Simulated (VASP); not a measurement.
# Nb (Im-3m) in VASP: further runs

The runs below take Nb through single point, with PBE.

All numbers are computed with VASP 6.6.1; they aren't measurements. Logs are shortened: lines on timing, memory, paths and dates and some standing lists are left out, and cuts for length are marked.

## Step 1: The cell of the first run

Symmetry: Im-3m, No. 229, cubic system. The conventional cell has a = 3.310 Å, b = 3.310 Å, c = 3.310 Å, α = 90.00°, β = 90.00°, γ = 90.00°. Nb (site symmetry m-3m) has 14 Nb at 2.87 to 3.31 Å within 3.8 Å.

## Step 2: Single point, PBE

File INCAR:

```
PREC     = Accurate       # precision mode
ENCUT    = 520            # plane-wave cutoff, eV
EDIFF    = 1E-6           # SCF threshold, eV
ISMEAR   = -1             # smearing method
SIGMA    = 0.1            # smearing width, eV
LREAL    = F              # projectors in reciprocal space
LASPH    = T              # aspherical terms in the spheres
NELM     = 60             # most SCF steps
ALGO     = Normal         # electronic algorithm
ISIF     = 2              # what is computed and relaxed
LWAVE    = F              # write WAVECAR
LCHARG   = F              # write CHGCAR
GGA      = PE             # functional
NBANDS   = 12             # bands
```

File KPOINTS:

```
regular mesh
0
Gamma
  19 19 19
```

File POSCAR:

```
Nb
1.0
   -1.6547957147      1.6547957147      1.6547957147
    1.6547957147     -1.6547957147      1.6547957147
    1.6547957147      1.6547957147     -1.6547957147
Nb
1
Direct
    0.0000000000      0.0000000000      0.0000000000
```

Potentials or basis: VASP PAW PBE potentials, release 64 (Nb_sv).

Started as:

```sh
$ cat potpaw_PBE.64/Nb_sv/POTCAR > POTCAR
$ mpirun -np 1 vasp_std > vasp.out
```

OUTCAR:

```text
PREC = Accurate
   ENCUT = 520
   EDIFF = 1E-6
   ISMEAR = -1
   LREAL = F
   LASPH = T
   NELM = 60
   ISIF = 2
   GGA = PE

 ion  position               nearest neighbor table
   1  0.000  0.000  0.000-

  LATTYP: Found a body centered cubic cell.
 ALAT       =     3.3095914294

  Lattice vectors:

 A1 = (  -1.6547957147,   1.6547957147,   1.6547957147)
 A2 = (   1.6547957147,  -1.6547957147,   1.6547957147)
 A3 = (   1.6547957147,   1.6547957147,  -1.6547957147)

Analysis of symmetry for initial positions (statically):
=====================================================================
 Subroutine PRICEL returns:
 Original cell was already a primitive cell.

 Routine SETGRP: Setting up the symmetry group for a
 body centered cubic supercell.

 Subroutine GETGRP returns: Found 48 space group operations
 (whereof 48 operations were pure point group operations)
 out of a pool of 48 trial point group operations.

The static configuration has the point symmetry O_h .

Analysis of symmetry for dynamics (positions and initial velocities):
=====================================================================
 Subroutine PRICEL returns:
 Original cell was already a primitive cell.

 Routine SETGRP: Setting up the symmetry group for a
 body centered cubic supercell.

 Subroutine GETGRP returns: Found 48 space group operations
 (whereof 48 operations were pure point group operations)
 out of a pool of 48 trial point group operations.

The dynamic configuration has the point symmetry O_h .

 Subroutine INISYM returns: Found 48 space group operations
 (whereof 48 operations are pure point group operations),
 and found     1 'primitive' translations

----------------------------------------------------------------------------------------

                                     Primitive cell

  volume of cell :      18.1256

  direct lattice vectors                    reciprocal lattice vectors
    -1.654795715  1.654795715  1.654795715     0.000000000  0.302152100  0.302152100
     1.654795715 -1.654795715  1.654795715     0.302152100  0.000000000  0.302152100
     1.654795715  1.654795715 -1.654795715     0.302152100  0.302152100  0.000000000

  length of vectors
     2.866190254  2.866190254  2.866190254     0.427307597  0.427307597  0.427307597

  position of ions in fractional coordinates (direct lattice)
     0.000000000  0.000000000  0.000000000

  ion indices of the primitive-cell ions
   primitive index   ion index
                 1           1

----------------------------------------------------------------------------------------

 KPOINTS: regular mesh

Automatic generation of k-mesh.
 Grid dimensions read from file:
 generate k-points for:   19   19   19

 Generating k-lattice:

  Cartesian coordinates                     Fractional coordinates (reciprocal lattice)
     0.000000000  0.015902742  0.015902742     0.052631579  0.000000000  0.000000000
     0.015902742  0.000000000  0.015902742     0.000000000  0.052631579  0.000000000
     0.015902742  0.015902742  0.000000000     0.000000000  0.000000000  0.052631579

  Length of vectors
     0.022489874  0.022489874  0.022489874

  Shift w.r.t. Gamma in fractional coordinates (k-lattice)
     0.000000000  0.000000000  0.000000000

 Subroutine IBZKPT returns following result:
 ===========================================

 Found    220 irreducible k-points:

 Following reciprocal coordinates:
            Coordinates               Weight
  0.000000  0.000000  0.000000      1.000000
  0.052632  0.000000  0.000000     12.000000
  0.105263  0.000000  0.000000     12.000000
  0.157895  0.000000  0.000000     12.000000
  0.210526  0.000000  0.000000     12.000000
  0.263158  0.000000  0.000000     12.000000
[... 16 lines left out ...]
  0.263158  0.105263  0.000000     48.000000
  0.315789  0.105263 -0.000000     48.000000
 [... further k-points ...]
   k-points           NKPTS =    220   k-points in BZ     NKDIM =    220   number of bands    NBANDS=     12
   number of dos      NEDOS =    301   number of ions     NIONS =      1
   total plane-waves  NPLWV =  13824
   dimension x,y,z NGX =    24 NGY =   24 NGZ =   24
   dimension x,y,z NGXF=    48 NGYF=   48 NGZF=   48
   ions per type =               1
   NGX,Y,Z   is equivalent  to a cutoff of  13.92, 13.92, 13.92 a.u.
   NGXF,Y,Z  is equivalent  to a cutoff of  27.84, 27.84, 27.84 a.u.
 SYSTEM =  unknown system
   PREC   = accura    normal or accurate (medium, high low for compatibility)
   ISTART =      0    job   : 0-new  1-cont  2-samecut
   ICHARG =      2    charge: 1-file 2-atom 10-const
   ISPIN  =      1    spin polarized calculation?
   LNONCOLLINEAR =      F non collinear calculations
   LSORBIT =      F    spin-orbit coupling
   LASPH  =      T    aspherical Exc in radial PAW
   ENCUT  =  520.0 eV  38.22 Ry    6.18 a.u.   5.33  5.33  5.33*2*pi/ulx,y,z
   NELM   =     60;   NELMIN=  2; NELMDL= -5     # of ELM steps
   EDIFF  = 0.1E-05   stopping-criterion for ELM
   LREAL  =      F    real-space projection
   EDIFFG = 0.1E-04   stopping-criterion for IOM
   NSW    =      0    number of steps for IOM
   IBRION =     -1    ionic relax: 0-MD 1-quasi-New 2-CG
   NFREE  =      0    steps in history (QN), initial steepest desc. (CG)
   ISIF   =      2    stress and relaxation
   ISYM   =      2    0-nonsym 1-usesym 2-fastsym
   POTIM  = 0.5000    time-step for ionic-motion
   TEBEG  =    0.0;   TEEND  =   0.0 temperature during run
   PSTRESS=    0.0 pullay stress
   NELECT =      13.0000    total number of electrons
   NUPDOWN=      -1.0000    fix difference up-down
   EMIN   =  10.00;   EMAX   =-10.00  energy-range for DOS
   EFERMI =   0.00;   METHOD = LEGACY
   ISMEAR =    -1;   SIGMA  =   0.10  broadening in eV -4-tet -1-fermi 0-gaus
   EFERMI_NEDOS =   21; number of points for ismear=-14 and -15
   IALGO  =     38    algorithm
   IMIX   =      4    mixing-type and parameters
     AMIX     =   0.40;   BMIX     =  1.00
     AMIX_MAG =   1.60;   BMIX_MAG =  1.00
  volume/ion in A,a.u.               =      18.13       122.32
  Fermi-wavevector in a.u.,A,eV,Ry     =   1.465407  2.769217 29.217387  2.147417
  Thomas-Fermi vector in A             =   2.581267
   LORBIT       =      0    0 simple, 1 ext, 2 COOP (PROOUT), +10 PAW based schemes
   GGA     = PE    functional components
   LHFCALC =     F    Hartree Fock is set to
   AEXX    =    0.0000 exact exchange contribution
   IVDW    =     0    specifies the selected vdW correction
   LEPSILON=     F    determine dielectric tensor
   LRPA    =     F    only Hartree local field effects (RPA)
 non-spin polarized calculation
  energy-cutoff  :      520.00
  volume of cell :       18.13
 maximum number of plane-waves:       498
 NGX is ok and might be reduce to    24
   NGX = 11   NGY = 11   NGZ = 11

 number of electron      13.0000000 magnetization

 Free energy of the ion-electron system (eV)
  ---------------------------------------------------
  ext. energy  EPLUGINS =         0.00000000
  ---------------------------------------------------
  free energy    TOTEN  =       -10.24172765 eV

  energy without entropy =      -10.19425235  energy(sigma->0) =      -10.21799000

 E-fermi :  11.1116     XC(G=0): -12.4673

 val. band max:       11.1080591041   @ k =   0.3158   0.1579   0.1579
 cond. band min:      11.1167106324   @ k =  -0.4211  -0.4211   0.0526
 fundamental gap:      0.0086515283
 Fermi energy:        11.1116379575

 k-point     1 :       0.0000    0.0000    0.0000
  band No.  band energies     occupation
      1     -43.2819      2.00000
      2     -18.5926      2.00000
      3     -18.5926      2.00000
      4     -18.5926      2.00000
      5       5.1571      2.00000
      6      11.4612      0.05885
      7      11.4612      0.05885
      8      11.4612      0.05885
      9      14.3499      0.00000
     10      14.3499      0.00000
     11      25.2936      0.00000
     12      25.2936      0.00000

 k-point     2 :       0.0526    0.0000    0.0000
  band No.  band energies     occupation
      1     -43.2756      2.00000
      2     -18.6316      2.00000
      3     -18.6045      2.00000
      4     -18.5930      2.00000
      5       5.2713      2.00000
      6      11.3905      0.11583
      7      11.4452      0.06873
      8      11.5698      0.02027
      9      14.2387      0.00000
     10      14.3498      0.00000
     11      25.3884      0.00000
     12      25.4912      0.00000

 k-point     3 :       0.1053    0.0000    0.0000
  band No.  band energies     occupation
      1     -43.2572      2.00000
      2     -18.7431      2.00000
      3     -18.6385      2.00000
      4     -18.5939      2.00000
      5       5.6008      2.00000
      6      11.1937      0.61128
      7      11.3789      0.12920
      8      11.8922      0.00081
      9      13.9917      0.00000
     10      14.3550      0.00000
     11      25.6273      0.00000
     12      26.0666      0.00000
[... 286 lines left out ...]
 k-point    23 :       0.2632    0.1053    0.0000
  band No.  band energies     occupation
      1     -43.1052      2.00000
      2     -19.5511      2.00000
      3     -18.9119      2.00000
      4     -18.6513      2.00000
      5       7.8111      2.00000
      6       9.9810      1.99998
      7      10.8774      1.82462
      8      13.7954      0.00000
      9      14.9192      0.00000
     10      15.4994      0.00000
     11      24.6898      0.00000
     12      25.8611      0.00000

 k-point    24 :       0.3158    0.1053   -0.0000
  band No.  band energies     occupation
      1     -43.0736      2.00000
      2     -19.7027      2.00000
      3     -18.9801      2.00000
      4     -18.6545      2.00000
      5       7.8543      2.00000
      6       9.7669      2.00000
      7      11.4081      0.09810
      8      14.0511      0.00000
      9      15.0450      0.00000
     10      16.5132      0.00000
     11      23.8854      0.00000
     12      24.7662      0.00000

 [... further k-points ...]

------------------------ aborting loop because EDIFF is reached ----------------------------------------

  FORCE on cell =-STRESS in cart. coord.  units (eV):
  Direction    XX          YY          ZZ          XY          YZ          ZX
  --------------------------------------------------------------------------------------
  -------------------------------------------------------------------------------------
  Total       -0.0048071     -0.0048071     -0.0048071      0.0000000      0.0000000     -0.0000000
  in kB       -0.4249126     -0.4249126     -0.4249126      0.0000000      0.0000000     -0.0000000
  external PRESSURE =      -0.4249126 kB  Pullay stress =       0.0000000 kB

 VOLUME and BASIS-vectors are now :
 -----------------------------------------------------------------------------
  energy-cutoff  :      520.00
  volume of cell :       18.13
      direct lattice vectors                 reciprocal lattice vectors
    -1.654795715  1.654795715  1.654795715     0.000000000  0.302152100  0.302152100
     1.654795715 -1.654795715  1.654795715     0.302152100  0.000000000  0.302152100
     1.654795715  1.654795715 -1.654795715     0.302152100  0.302152100  0.000000000

 POSITION                                       TOTAL-FORCE (eV/Angst)
 -----------------------------------------------------------------------------------
      0.00000      0.00000      0.00000        -0.000000      0.000000      0.000000
 -----------------------------------------------------------------------------------
    total drift:                                0.000000     -0.000000     -0.000000

  FREE ENERGIE OF THE ION-ELECTRON SYSTEM (eV)
  ---------------------------------------------------
  free  energy   TOTEN  =       -10.2417276478 eV

  energy  without entropy=      -10.1942523492  energy(sigma->0) =      -10.21799000
```

Wall time 30 s (1 thread of AMD EPYC 9R14 (Zen 4), shared host); peak memory 0.14 GiB.

Results:

```yaml
Free_energy: -10.2417 eV
Pressure: 0.0 GPa
```

Levels at points of the mesh, in eV from the Fermi level:
| k point | band 4 | band 5 | band 6 | band 7 | band 8 | band 9 |
| --- | --- | --- | --- | --- | --- | --- |
| (0.00, 0.00, 0.00) | -29.70 | -5.95 | 0.35 | 0.35 | 0.35 | 3.24 |

## Step 3: Single point, PBE

File INCAR:

```
SYSTEM = Nb
  ALGO = Normal
  EDIFF = 1E-6
  ENCUT = 520
  GGA = PE
  ISIF = 2
  ISMEAR = -1
  LASPH = .TRUE.
  LCHARG = .FALSE.
  LREAL = .FALSE.
  LWAVE = .FALSE.
  NBANDS = 12
  NELM = 80
  PREC = Accurate
  SIGMA = 0.1
```

File KPOINTS:

```
k-points
0
G
  22 22 22
  0 0 0
```

POSCAR is that of step 2.

Potentials or basis: VASP PAW PBE potentials, release 64 (Nb_sv).

Started as:

```sh
$ cat potpaw_PBE.64/Nb_sv/POTCAR > POTCAR
$ mpirun -np 1 vasp_std > vasp.out
```

OUTCAR:

```text
SYSTEM = Nb
   EDIFF = 1E-6
   ENCUT = 520
   GGA = PE
   ISIF = 2
   ISMEAR = -1
   LASPH = .TRUE.
   LREAL = .FALSE.
   NELM = 80
   PREC = Accurate

 ion  position               nearest neighbor table
   1  0.000  0.000  0.000-

  LATTYP: Found a body centered cubic cell.
 ALAT       =     3.3095914294

  Lattice vectors:

 A1 = (  -1.6547957147,   1.6547957147,   1.6547957147)
 A2 = (   1.6547957147,  -1.6547957147,   1.6547957147)
 A3 = (   1.6547957147,   1.6547957147,  -1.6547957147)

Analysis of symmetry for initial positions (statically):
=====================================================================
 Subroutine PRICEL returns:
 Original cell was already a primitive cell.

 Routine SETGRP: Setting up the symmetry group for a
 body centered cubic supercell.

 Subroutine GETGRP returns: Found 48 space group operations
 (whereof 48 operations were pure point group operations)
 out of a pool of 48 trial point group operations.

The static configuration has the point symmetry O_h .

Analysis of symmetry for dynamics (positions and initial velocities):
=====================================================================
 Subroutine PRICEL returns:
 Original cell was already a primitive cell.

 Routine SETGRP: Setting up the symmetry group for a
 body centered cubic supercell.

 Subroutine GETGRP returns: Found 48 space group operations
 (whereof 48 operations were pure point group operations)
 out of a pool of 48 trial point group operations.

The dynamic configuration has the point symmetry O_h .

 Subroutine INISYM returns: Found 48 space group operations
 (whereof 48 operations are pure point group operations),
 and found     1 'primitive' translations

----------------------------------------------------------------------------------------
[... 114 lines left out ...]
  Thomas-Fermi vector in A             =   2.581267
   LORBIT       =      0    0 simple, 1 ext, 2 COOP (PROOUT), +10 PAW based schemes
   GGA     = PE    functional components
   LHFCALC =     F    Hartree Fock is set to
   AEXX    =    0.0000 exact exchange contribution
   IVDW    =     0    specifies the selected vdW correction
   LEPSILON=     F    determine dielectric tensor
   LRPA    =     F    only Hartree local field effects (RPA)
 non-spin polarized calculation
  energy-cutoff  :      520.00
  volume of cell :       18.13
 maximum number of plane-waves:       498
 NGX is ok and might be reduce to    24
   NGX = 11   NGY = 11   NGZ = 11

 number of electron      13.0000000 magnetization

 Free energy of the ion-electron system (eV)
  ---------------------------------------------------
  ext. energy  EPLUGINS =         0.00000000
  ---------------------------------------------------
  free energy    TOTEN  =       -10.24148019 eV

  energy without entropy =      -10.19283578  energy(sigma->0) =      -10.21715798

 E-fermi :  11.1044     XC(G=0): -12.4673

 val. band max:       11.1044166635   @ k =  -0.4091   0.5000   0.0909
 cond. band min:      11.1052164076   @ k =   0.3636   0.2273   0.0455
 fundamental gap:      0.0007997442
 Fermi energy:        11.1044307355

 k-point     1 :       0.0000    0.0000    0.0000
  band No.  band energies     occupation
      1     -43.2821      2.00000
      2     -18.5928      2.00000
      3     -18.5928      2.00000
      4     -18.5928      2.00000
      5       5.1570      2.00000
      6      11.4611      0.05492
      7      11.4611      0.05492
      8      11.4611      0.05492
      9      14.3498      0.00000
     10      14.3498      0.00000
     11      25.2936      0.00000
     12      25.2936      0.00000
[... 331 lines left out ...]
 k-point    24 :       0.1364    0.0909   -0.0000
  band No.  band energies     occupation
      1     -43.2019      2.00000
      2     -19.0614      2.00000
      3     -18.7147      2.00000
      4     -18.6299      2.00000
      5       6.5793      2.00000
      6      10.7569      1.93998
      7      10.9093      1.75126
      8      13.0431      0.00000
      9      13.5529      0.00000
     10      14.5641      0.00000
     11      26.2603      0.00000
     12      27.0340      0.00000

 [... further k-points ...]

------------------------ aborting loop because EDIFF is reached ----------------------------------------

  FORCE on cell =-STRESS in cart. coord.  units (eV):
  Direction    XX          YY          ZZ          XY          YZ          ZX
  --------------------------------------------------------------------------------------
  -------------------------------------------------------------------------------------
  Total       -0.0032201     -0.0032201     -0.0032201      0.0000000     -0.0000000      0.0000000
  in kB       -0.2846365     -0.2846365     -0.2846365      0.0000000     -0.0000000      0.0000000
  external PRESSURE =      -0.2846365 kB  Pullay stress =       0.0000000 kB

 VOLUME and BASIS-vectors are now :
 -----------------------------------------------------------------------------
  energy-cutoff  :      520.00
  volume of cell :       18.13
      direct lattice vectors                 reciprocal lattice vectors
    -1.654795715  1.654795715  1.654795715     0.000000000  0.302152100  0.302152100
     1.654795715 -1.654795715  1.654795715     0.302152100  0.000000000  0.302152100
     1.654795715  1.654795715 -1.654795715     0.302152100  0.302152100  0.000000000

 POSITION                                       TOTAL-FORCE (eV/Angst)
 -----------------------------------------------------------------------------------
      0.00000      0.00000      0.00000         0.000000     -0.000000      0.000000
 -----------------------------------------------------------------------------------
    total drift:                               -0.000000      0.000000      0.000000

  FREE ENERGIE OF THE ION-ELECTRON SYSTEM (eV)
  ---------------------------------------------------
  free  energy   TOTEN  =       -10.2414801867 eV

  energy  without entropy=      -10.1928357811  energy(sigma->0) =      -10.21715798
```

OSZICAR:

```text
N       E                     dE             d eps       ncg     rms          rms(c)
DAV:   1     0.119380595045E+03    0.11938E+03   -0.72871E+03  7912   0.108E+03
DAV:   2    -0.580942684954E+01   -0.12519E+03   -0.12072E+03  8456   0.393E+02
DAV:   3    -0.103810524094E+02   -0.45716E+01   -0.43617E+01 11508   0.657E+01
DAV:   4    -0.106549629120E+02   -0.27391E+00   -0.27208E+00 10960   0.146E+01
DAV:   5    -0.106665314597E+02   -0.11569E-01   -0.11562E-01 11524   0.247E+00    0.704E+00
DAV:   6    -0.102800172888E+02    0.38651E+00   -0.59339E-01 12636   0.979E+00    0.246E+00
DAV:   7    -0.102360477020E+02    0.43970E-01   -0.18034E-01 13036   0.536E+00    0.953E-01
DAV:   8    -0.102414184634E+02   -0.53708E-02   -0.12341E-02  9236   0.146E+00    0.406E-02
DAV:   9    -0.102414695976E+02   -0.51134E-04   -0.96745E-04 12456   0.292E-01    0.420E-02
DAV:  10    -0.102414872606E+02   -0.17663E-04   -0.28840E-05  9216   0.691E-02    0.151E-02
DAV:  11    -0.102414804542E+02    0.68065E-05   -0.56384E-06 10576   0.403E-02    0.267E-03
DAV:  12    -0.102414801867E+02    0.26748E-06   -0.17034E-07  5420   0.551E-03
   1 F= -.10241480E+02 E0= -.10217158E+02  d E =-.486444E-01
```

stdout:

```text
POSCAR found type information on POSCAR Nb
 POSCAR found :  1 types and       1 ions
 scaLAPACK will be used
 LDA part: xc-table for (Slater+PW92), standard interpolation
 POSCAR, INCAR and KPOINTS ok, starting setup
 FFT: planning ... GRIDC
 FFT: planning ... GRID_SOFT
 FFT: planning ... GRID
 WAVECAR not read
 entering main loop
```

Wall time 43 s (1 thread of AMD EPYC 9R14 (Zen 4), shared host); peak memory 0.16 GiB.

What came out:

```yaml
Free_energy: -10.2415 eV
Pressure: 0.0 GPa
```

(Part 1 of 2 ends here.)
